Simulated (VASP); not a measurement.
# C (P-3m1) in VASP: notebook

Runs on C. Level: r2SCAN. Tasks: single point.

Everything below comes from runs of VASP 6.6.1. Logs are shortened: lines on timing, memory, paths and dates and some standing lists are left out, and cuts for length are marked.

### 1 The cell of the first run

Symmetry: P-3m1, No. 164, trigonal system. The conventional cell has a = 2.456 Å, b = 2.456 Å, c = 10.257 Å, α = 90.00°, β = 90.00°, γ = 120.00°. C (site symmetry 3m) has 3 C at 1.42 Å within 1.9 Å. C (site symmetry 3m) has 3 C at 1.42 Å within 1.9 Å. Within 1.9 Å of C (site symmetry 3m) lie 3 C at 1.42 Å.

### 2 Single point, r2SCAN

Contents of POSCAR:

```
C
1.0
   -2.4558330623      0.0000000000      0.0000000000
   -1.2279165312     -2.1268138194      0.0000000000
    0.0000000000      0.0000000000     10.2572328611
C
6
Direct
    0.6666666667      0.6666666667      0.1714991746
    1.0000000000      1.0000000000      0.8576642774
    0.3333333333      0.3333333333      0.5145817260
    0.6666666667      0.6666666667      0.8577141714
    1.0000000000      0.0000000000      0.5146316200
    0.3333333333      0.3333333333      0.1715490686
```

Contents of INCAR.step1:

```
ALGO = Normal ; EDIFF = 1E-4
ENCUT = 520 ; GGA = PE
ISMEAR = 0 ; LASPH = True
LCHARG = False ; LREAL = False
LWAVE = True ; NBANDS = 21
NELM = 100 ; PREC = Accurate
SIGMA = 0.05
```

Contents of INCAR.step2:

```
ALGO = Normal ; EDIFF = 1E-6
ENCUT = 520 ; ISIF = 2
ISMEAR = 0 ; ISTART = 1
LASPH = True ; LCHARG = False
LMIXTAU = True ; LREAL = False
LWAVE = False ; METAGGA = R2SCAN
NBANDS = 21 ; NELM = 100
PREC = Accurate ; SIGMA = 0.05
```

Contents of KPOINTS:

```
k-points
0
Gamma
  15 15 3
```

Potentials or basis: VASP PAW PBE potentials, release 64 (C).

Launch:

```sh
cat potpaw_PBE.64/C/POTCAR > POTCAR
cp INCAR.step1 INCAR
mpirun -np 1 vasp_std > vasp.out
cp INCAR.step2 INCAR
mpirun -np 1 vasp_std > vasp.out
```

OUTCAR:

```text
EDIFF = 1E-6
   ENCUT = 520
   ISIF = 2
   ISMEAR = 0
   ISTART = 1
   LASPH = True
   LREAL = False
   METAGGA = R2SCAN
   NELM = 100
   PREC = Accurate

 ion  position               nearest neighbor table
   1  0.667  0.667  0.171-   6 1.42   6 1.42   6 1.42
   2  0.000  0.000  0.858-   4 1.42   4 1.42   4 1.42
   3  0.333  0.333  0.515-   5 1.42   5 1.42   5 1.42
   4  0.667  0.667  0.858-   2 1.42   2 1.42   2 1.42
   5  0.000  0.000  0.515-   3 1.42   3 1.42   3 1.42
   6  0.333  0.333  0.172-   1 1.42   1 1.42   1 1.42

  LATTYP: Found a hexagonal cell.
 ALAT       =     2.4558330623
 C/A-ratio  =     4.1766816395

  Lattice vectors:

 A1 = (   1.2279165312,   2.1268138194,   0.0000000000)
 A2 = (  -2.4558330623,   0.0000000000,   0.0000000000)
 A3 = (   0.0000000000,   0.0000000000,  10.2572328611)

Analysis of symmetry for initial positions (statically):
=====================================================================
 Subroutine PRICEL returns:
 Original cell was already a primitive cell.

 Routine SETGRP: Setting up the symmetry group for a
 hexagonal supercell.

 Subroutine GETGRP returns: Found 12 space group operations
 (whereof  6 operations were pure point group operations)
 out of a pool of 24 trial point group operations.

The static configuration has the point symmetry C_3v.
 The point group associated with its full space group is D_3d.

Analysis of symmetry for dynamics (positions and initial velocities):
=====================================================================
 Subroutine PRICEL returns:
 Original cell was already a primitive cell.

 Routine SETGRP: Setting up the symmetry group for a
 hexagonal supercell.

 Subroutine GETGRP returns: Found 12 space group operations
 (whereof  6 operations were pure point group operations)
 out of a pool of 24 trial point group operations.

The dynamic configuration has the point symmetry C_3v.
 The point group associated with its full space group is D_3d.

 Subroutine INISYM returns: Found 12 space group operations
 (whereof  6 operations are pure point group operations),
 and found     1 'primitive' translations

----------------------------------------------------------------------------------------

                                     Primitive cell

  volume of cell :      53.5745

  direct lattice vectors                    reciprocal lattice vectors
    -2.455833062  0.000000000  0.000000000    -0.407193801  0.235093451  0.000000000
    -1.227916531 -2.126813819  0.000000000     0.000000000 -0.470186902  0.000000000
     0.000000000  0.000000000 10.257232861     0.000000000  0.000000000  0.097492181

  length of vectors
     2.455833062  2.455833062 10.257232861     0.470186902  0.470186902  0.097492181

  position of ions in fractional coordinates (direct lattice)
     0.666666667  0.666666667  0.171499175
     0.000000000  0.000000000  0.857664277
     0.333333333  0.333333333  0.514581726
     0.666666667  0.666666667  0.857714171
     0.000000000  0.000000000  0.514631620
     0.333333333  0.333333333  0.171549069

  ion indices of the primitive-cell ions
   primitive index   ion index
                 1           1
                 2           2
                 3           3
                 4           4
                 5           5
                 6           6

----------------------------------------------------------------------------------------

 KPOINTS: k-points

Automatic generation of k-mesh.
 Grid dimensions read from file:
 generate k-points for:   15   15    3

 Generating k-lattice:

  Cartesian coordinates                     Fractional coordinates (reciprocal lattice)
    -0.027146253  0.015672897  0.000000000     0.066666667  0.000000000  0.000000000
     0.000000000 -0.031345793  0.000000000     0.000000000  0.066666667  0.000000000
     0.000000000  0.000000000  0.032497394     0.000000000  0.000000000  0.333333333

  Length of vectors
     0.031345793  0.031345793  0.032497394

  Shift w.r.t. Gamma in fractional coordinates (k-lattice)
     0.000000000  0.000000000  0.000000000

 Subroutine IBZKPT returns following result:
 ===========================================

 Found     73 irreducible k-points:

 Following reciprocal coordinates:
            Coordinates               Weight
  0.000000  0.000000  0.000000      1.000000
  0.066667  0.000000  0.000000      6.000000
  0.133333  0.000000  0.000000      6.000000
  0.200000  0.000000  0.000000      6.000000
  0.266667  0.000000  0.000000      6.000000
  0.333333  0.000000  0.000000      6.000000
[... 16 lines left out ...]
 -0.466667  0.200000  0.000000     12.000000
 -0.400000  0.200000  0.000000      6.000000
 [... further k-points ...]
   k-points           NKPTS =     73   k-points in BZ     NKDIM =     73   number of bands    NBANDS=     21
   number of dos      NEDOS =    301   number of ions     NIONS =      6
   total plane-waves  NPLWV =  25920
[... 26 lines left out ...]
   NELECT =      24.0000    total number of electrons
   NUPDOWN=      -1.0000    fix difference up-down
   EMIN   =  10.00;   EMAX   =-10.00  energy-range for DOS
   EFERMI =   0.00;   METHOD = LEGACY
   ISMEAR =     0;   SIGMA  =   0.05  broadening in eV -4-tet -1-fermi 0-gaus
   EFERMI_NEDOS =   21; number of points for ismear=-14 and -15
   IALGO  =     38    algorithm
   IMIX   =      4    mixing-type and parameters
     AMIX     =   0.40;   BMIX     =  1.00
     AMIX_MAG =   1.60;   BMIX_MAG =  1.00
  volume/ion in A,a.u.               =       8.93        60.26
  Fermi-wavevector in a.u.,A,eV,Ry     =   1.252638  2.367143 21.348943  1.569103
  Thomas-Fermi vector in A             =   2.386529
   LORBIT       =      0    0 simple, 1 ext, 2 COOP (PROOUT), +10 PAW based schemes
   METAGGA = R2SCAN    functional components
   LHFCALC =     F    Hartree Fock is set to
   AEXX    =    0.0000 exact exchange contribution
   IVDW    =     0    specifies the selected vdW correction
   LEPSILON=     F    determine dielectric tensor
   LRPA    =     F    only Hartree local field effects (RPA)
 non-spin polarized calculation
 Gauss-broadening in eV      SIGMA  =   0.05
  energy-cutoff  :      520.00
  volume of cell :       53.57
 maximum number of plane-waves:      1470
   NGX =  9   NGY =  9   NGZ = 39

 number of electron      23.9999993 magnetization

 Free energy of the ion-electron system (eV)
  ---------------------------------------------------
  ext. energy  EPLUGINS =         0.00000000
  ---------------------------------------------------
  free energy    TOTEN  =       -59.61337486 eV

  energy without entropy =      -59.61337486  energy(sigma->0) =      -59.61337486

 E-fermi :   4.5090     XC(G=0): -11.0029

 val. band max:        4.2713223476   @ k =  -0.3333   0.3333   0.0000
 cond. band min:       4.7849563531   @ k =  -0.3333   0.3333   0.0000
 fundamental gap:      0.5136340055
 Fermi energy:         4.5089537684

 k-point     1 :       0.0000    0.0000    0.0000
  band No.  band energies     occupation
      1     -16.4486      2.00000
      2     -16.2733      2.00000
      3     -16.2111      2.00000
      4      -4.1885      2.00000
      5      -3.9213      2.00000
      6      -2.5818      2.00000
[... 13 lines left out ...]
     20      13.2923      0.00000
     21      13.5421      0.00000

 k-point     2 :       0.0667    0.0000    0.0000
  band No.  band energies     occupation
      1     -16.3360      2.00000
      2     -16.1618      2.00000
      3     -16.1000      2.00000
      4      -4.0535      2.00000
      5      -3.7869      2.00000
      6      -2.4529      2.00000
[... 13 lines left out ...]
     20      13.7479      0.00000
     21      13.7763      0.00000

 k-point     3 :       0.1333    0.0000    0.0000
  band No.  band energies     occupation
      1     -15.9990      2.00000
      2     -15.8281      2.00000
      3     -15.7672      2.00000
      4      -3.6503      2.00000
      5      -3.3855      2.00000
      6      -2.0688      2.00000
[... 13 lines left out ...]
     20      15.0808      0.00000
     21      15.1117      0.00000
[... 457 lines left out ...]
 k-point    23 :      -0.4667    0.2000    0.0000
  band No.  band energies     occupation
      1     -11.1786      2.00000
      2     -11.0581      2.00000
      3     -11.0136      2.00000
      4      -7.9774      2.00000
      5      -7.8948      2.00000
      6      -7.8624      2.00000
[... 13 lines left out ...]
     20      16.4397      0.00000
     21      16.8384      0.00000

 k-point    24 :      -0.4000    0.2000    0.0000
  band No.  band energies     occupation
      1     -10.1692      2.00000
      2     -10.1408      2.00000
      3     -10.0780      2.00000
      4      -9.0036      2.00000
      5      -8.9870      2.00000
      6      -8.9531      2.00000
[... 13 lines left out ...]
     20      16.7352      0.00000
     21      16.8186      0.00000

 [... further k-points ...]
[... 5 lines left out ...]
  --------------------------------------------------------------------------------------
  -------------------------------------------------------------------------------------
  Total        0.3235995      0.3235995      0.3354591      0.0000000     -0.0000000     -0.0000000
  in kB        9.6774264      9.6774264     10.0320961      0.0000000     -0.0000000     -0.0000000
  external PRESSURE =       9.7956496 kB  Pullay stress =       0.0000000 kB

 VOLUME and BASIS-vectors are now :
 -----------------------------------------------------------------------------
  energy-cutoff  :      520.00
  volume of cell :       53.57
      direct lattice vectors                 reciprocal lattice vectors
    -2.455833062  0.000000000  0.000000000    -0.407193801  0.235093451  0.000000000
    -1.227916531 -2.126813819  0.000000000     0.000000000 -0.470186902  0.000000000
     0.000000000  0.000000000 10.257232861     0.000000000  0.000000000  0.097492181

 POSITION                                       TOTAL-FORCE (eV/Angst)
 -----------------------------------------------------------------------------------
     -2.45583     -1.41788      1.75911        -0.000000      0.000000      0.053043
      0.00000      0.00000      8.79726        -0.000000     -0.000000     -0.064659
     -1.22792     -0.70894      5.27818         0.000000     -0.000000     -0.000281
     -2.45583     -1.41788      8.79777         0.000000     -0.000000     -0.053043
      0.00000      0.00000      5.27870        -0.000000      0.000000      0.000281
     -1.22792     -0.70894      1.75962         0.000000      0.000000      0.064659
 -----------------------------------------------------------------------------------
    total drift:                               -0.000000     -0.000000      0.000048

  FREE ENERGIE OF THE ION-ELECTRON SYSTEM (eV)
  ---------------------------------------------------
  free  energy   TOTEN  =       -59.6133748639 eV

  energy  without entropy=      -59.6133748639  energy(sigma->0) =      -59.61337486
```

Run time: 1.9 min. Hardware: 1 thread of Intel Xeon 6975P-C (Granite Rapids), shared host; peak memory 0.19 GiB.

What came out:

```yaml
Free_energy: -59.6134 eV
Pressure: 1.0 GPa
Largest_force: 0.065 eV/Å
Band_gap_on_the_k_mesh: 0.51 eV
```

Forces in eV/Å, atoms in the order of the input:
```
C    0.000  0.000  0.053
C    0.000  0.000 -0.065
C    0.000  0.000  0.000
C    0.000  0.000 -0.053
C    0.000  0.000  0.000
C    0.000  0.000  0.065
```

Caveat: the PAW data sets were made with another functional, which shifts forces and pressure a little.

### 3 Single point, r2SCAN

This run uses another cell than the first one, of 9.41 Å³/atom, 1.054 times its volume.

Contents of POSCAR:

```
C
1.0
   -2.4558330623      0.0000000000      0.0000000000
   -1.2279165312     -2.1268138194      0.0000000000
    0.0000000000      0.0000000000     10.8072328611
C
6
Direct
    0.6666666667      0.6666666667      0.1627712655
    1.0000000000      1.0000000000      0.8140161615
    0.3333333333      0.3333333333      0.4883937135
    0.6666666667      0.6666666667      0.8140635163
    1.0000000000      0.0000000000      0.4884410683
    0.3333333333      0.3333333333      0.1628186203
```

Contents of INCAR.step1:

```
PREC = Accurate ; ENCUT = 520
ISMEAR = 0 ; SIGMA = 0.05
LREAL = F ; LASPH = T
NELM = 80 ; NBANDS = 21
GGA = PE ; ALGO = Normal
EDIFF = 1E-4 ; LWAVE = T
LCHARG = F
```

Contents of INCAR.step2:

```
PREC = Accurate ; ENCUT = 520
EDIFF = 1E-6 ; ISMEAR = 0
SIGMA = 0.05 ; LREAL = F
LASPH = T ; NELM = 80
ALGO = Normal ; ISIF = 2
LWAVE = F ; LCHARG = F
METAGGA = R2SCAN ; LMIXTAU = T
NBANDS = 21 ; ISTART = 1
```

Contents of KPOINTS:

```
Automatic mesh
0
Gamma
  15 15 3
```

Potentials or basis: VASP PAW PBE potentials, release 64 (C).

Launch:

```sh
cat potpaw_PBE.64/C/POTCAR > POTCAR
cp INCAR.step1 INCAR
mpirun -np 1 vasp_std > vasp.out
cp INCAR.step2 INCAR
mpirun -np 1 vasp_std > vasp.out
```

Wall time 95 s (1 thread of Intel Xeon 6975P-C (Granite Rapids), shared host); peak memory 0.19 GiB.

The run converged. Its results:

* Free energy: -59.6228 eV
* Pressure: 0.6 GPa
* Largest force: 0.016 eV/Å
* Band gap on the k mesh: 0.33 eV

Forces on the atoms (eV/Å):
```
C    0.000  0.000 -0.012
C    0.000  0.000  0.016
C    0.000  0.000  0.000
C    0.000  0.000  0.012
C    0.000  0.000  0.000
C    0.000  0.000 -0.016
```

Stress tensor (GPa, compression positive):
```
 1.07  0.00  0.00
 0.00  1.07  0.00
 0.00  0.00 -0.47
```

Levels at points of the mesh, in eV from the valence-band top:
```tsv
k point	band 10	band 11	band 12	band 13	band 14	band 15
(0.00, 0.00, 0.00)	-3.05	-3.05	-3.05	4.01	7.42	7.92
```

Caveat: the PAW data sets were made with another functional, which shifts forces and pressure a little. A k mesh can miss the band edges.

### 4 Single point, r2SCAN

This run uses another cell than the first one, of 9.63 Å³/atom, 1.078 times its volume.

Contents of POSCAR:

```
C
1.0
   -2.4558330623      0.0000000000      0.0000000000
   -1.2279165312     -2.1268138194      0.0000000000
    0.0000000000      0.0000000000     11.0572328611
C
6
Direct
    0.6666666667      0.6666666667      0.1590910666
    1.0000000000      1.0000000000      0.7956115531
    0.3333333333      0.3333333333      0.4773513098
    0.6666666667      0.6666666667      0.7956578373
    1.0000000000      0.0000000000      0.4773975940
    0.3333333333      0.3333333333      0.1591373507
```

Contents of INCAR.step1:

```
ALGO     = Normal         # electronic algorithm
EDIFF    = 1E-4           # SCF threshold, eV
ENCUT    = 520            # plane-wave cutoff, eV
GGA      = PE             # functional
ISMEAR   = 0              # smearing method
LASPH    = True           # aspherical terms in the spheres
LCHARG   = False          # write CHGCAR
LREAL    = False          # projectors in reciprocal space
LWAVE    = True           # write WAVECAR
NBANDS   = 21             # bands
NELM     = 80             # most SCF steps
PREC     = Accurate       # precision mode
SIGMA    = 0.05           # smearing width, eV
```

Contents of INCAR.step2:

```
ALGO     = Normal         # electronic algorithm
EDIFF    = 1E-6           # SCF threshold, eV
ENCUT    = 520            # plane-wave cutoff, eV
ISIF     = 2              # what is computed and relaxed
ISMEAR   = 0              # smearing method
ISTART   = 1            
LASPH    = True           # aspherical terms in the spheres
LCHARG   = False          # write CHGCAR
LMIXTAU  = True         
LREAL    = False          # projectors in reciprocal space
LWAVE    = False          # write WAVECAR
METAGGA  = R2SCAN         # meta-GGA
NBANDS   = 21             # bands
NELM     = 80             # most SCF steps
PREC     = Accurate       # precision mode
SIGMA    = 0.05           # smearing width, eV
```

Contents of KPOINTS:

```
k-points
0
Gamma
  15 15 3
```

Launch:

```sh
cat potpaw_PBE.64/C/POTCAR > POTCAR
cp INCAR.step1 INCAR
mpirun -np 1 vasp_std > vasp.out
cp INCAR.step2 INCAR
mpirun -np 1 vasp_std > vasp.out
```

Run time: 1.9 min. Hardware: 1 thread of Intel Xeon 6975P-C (Granite Rapids), shared host; peak memory 0.2 GiB.

It converged, with:

```yaml
Free_energy: -59.6146 eV
Pressure: 0.5 GPa
Largest_force: 0.019 eV/Å
Band_gap_on_the_k_mesh: 0.21 eV, direct
```

Forces in eV/Å, atoms in the order of the input:
```
C    0.000  0.000 -0.013
C    0.000  0.000  0.019
C    0.000  0.000  0.000
C    0.000  0.000  0.013
C    0.000  0.000  0.000
C    0.000  0.000 -0.019
```

Stress tensor (GPa, compression positive):
```
 1.07  0.00  0.00
 0.00  1.07  0.00
 0.00  0.00 -0.51
```

Levels at points of the mesh, in eV from the valence-band top:
| k point | band 10 | band 11 | band 12 | band 13 | band 14 | band 15 |
| --- | --- | --- | --- | --- | --- | --- |
| (0.00, 0.00, 0.00) | -3.12 | -3.11 | -3.11 | 3.79 | 6.89 | 7.71 |

Caveat: the PAW data sets were made with another functional, which shifts forces and pressure a little. A k mesh can miss the band edges.

### 5 Single point, r2SCAN

This run uses another cell than the first one, of 9.84 Å³/atom, 1.102 times its volume.

Contents of POSCAR:

```
C
1.0
   -2.4558330623      0.0000000000      0.0000000000
   -1.2279165312     -2.1268138194      0.0000000000
    0.0000000000      0.0000000000     11.3072328611
C
6
Direct
    0.6666666667      0.6666666667      0.1555736041
    1.0000000000      1.0000000000      0.7780207870
    0.3333333333      0.3333333333      0.4667971956
    0.6666666667      0.6666666667      0.7780660478
    1.0000000000      0.0000000000      0.4668424564
    0.3333333333      0.3333333333      0.1556188649
```

Contents of INCAR.step1:

```
PREC = Accurate
ENCUT = 520
ISMEAR = 0
SIGMA = 0.05
LREAL = False
LASPH = True
NELM = 60
NBANDS = 21
GGA = PE
ALGO = Normal
EDIFF = 1E-4
LWAVE = True
LCHARG = False
```

Contents of INCAR.step2:

```
PREC = Accurate
ENCUT = 520
EDIFF = 1E-6
ISMEAR = 0
SIGMA = 0.05
LREAL = False
LASPH = True
NELM = 60
ALGO = Normal
ISIF = 2
LWAVE = False
LCHARG = True
METAGGA = R2SCAN
LMIXTAU = True
LELF = True
LVHAR = True
NBANDS = 21
ISTART = 1
```

Contents of KPOINTS:

```
Automatic mesh
0
Gamma
  15 15 3
```

Launch:

```sh
cat potpaw_PBE.64/C/POTCAR > POTCAR
cp INCAR.step1 INCAR
mpirun -np 1 vasp_std > vasp.out
cp INCAR.step2 INCAR
mpirun -np 1 vasp_std > vasp.out
```

Wall time 1.9 min (1 thread of Intel Xeon 6975P-C (Granite Rapids), shared host); peak memory 0.2 GiB.

Results (log left out):

```
Free energy            : -59.6070 eV
Pressure               : 0.5 GPa
Largest force          : 0.017 eV/Å
Band gap on the k mesh : 0.13 eV, direct
```

Forces in eV/Å, atoms in the order of the input:
```
C    0.000  0.000 -0.009
C    0.000  0.000  0.017
C    0.000  0.000  0.000
C    0.000  0.000  0.009
C    0.000  0.000  0.000
C    0.000  0.000 -0.017
```

Stress tensor (GPa, compression positive):
```
 1.05  0.00  0.00
 0.00  1.05  0.00
 0.00  0.00 -0.45
```

Levels at points of the mesh, in eV from the valence-band top:
| k point | band 8 | band 9 | band 10 | band 11 | band 12 | band 13 | band 14 | band 15 | band 16 | band 17 |
| --- | --- | --- | --- | --- | --- | --- | --- | --- | --- | --- |
| (0.00, 0.00, 0.00) | -3.16 | -3.16 | -3.16 | -3.15 | -3.15 | 3.62 | 6.52 | 7.52 | 8.78 | 8.78 |

Caveat: the PAW data sets were made with another functional, which shifts forces and pressure a little. A k mesh can miss the band edges.

### 6 Overview

| cell | gap on the mesh (eV) | pressure (GPa) | largest force (eV/Å) |
| --- | --- | --- | --- |
| a = 2.456, b = 2.456, c = 10.257 Å, angles 90.0, 90.0, 60.0°, 6 atoms | 0.51 | 1.0 | 0.06 |
| a = 2.456, b = 2.456, c = 10.807 Å, angles 90.0, 90.0, 60.0°, 6 atoms | 0.33 | 0.6 | 0.02 |
| a = 2.456, b = 2.456, c = 11.057 Å, angles 90.0, 90.0, 60.0°, 6 atoms | 0.21 | 0.5 | 0.02 |
| a = 2.456, b = 2.456, c = 11.307 Å, angles 90.0, 90.0, 60.0°, 6 atoms | 0.13 | 0.5 | 0.02 |

Alike in all rows: task single point; level r2SCAN; potentials or basis VASP PAW PBE potentials, release 64 (C); no spin polarisation; k mesh 15 × 15 × 3; cutoff (eV) 520; smearing gaussian 0.05 eV.

Caveats: the PAW data sets were made with another functional, which shifts forces and pressure a little.

Total energies depend on the potentials used, so only differences within one code and one set of settings carry meaning.
